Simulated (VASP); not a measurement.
Input of a VASP 6.6.1 run:

Contents of INCAR:

```
SYSTEM = Rh
PREC = Accurate
ENCUT = 520
EDIFF = 1E-6
ISMEAR = -1
SIGMA = 0.1
LREAL = .False.
LASPH = .True.
NELM = 100
ALGO = Normal
ISIF = 2
LWAVE = .False.
LCHARG = .False.
GGA = PE
NBANDS = 14
```

File KPOINTS:

```
regular mesh
0
Gamma
  17 17 17
  0 0 0
```

POSCAR

```
Rh
1.0
   -1.5098902821      1.5098902821      1.5098902821
    1.5098902821     -1.5098902821      1.5098902821
    1.5098902821      1.5098902821     -1.5098902821
Rh
1
Direct
    0.0000000000      0.0000000000      0.0000000000
```

Potentials or basis: VASP PAW PBE potentials, release 64 (Rh_pv).

Command:

```console
$ cat potpaw_PBE.64/Rh_pv/POTCAR > POTCAR
$ mpirun -np 1 vasp_std > vasp.out
```

Problem. Predict the pressure.

Solution. 13.6 GPa.
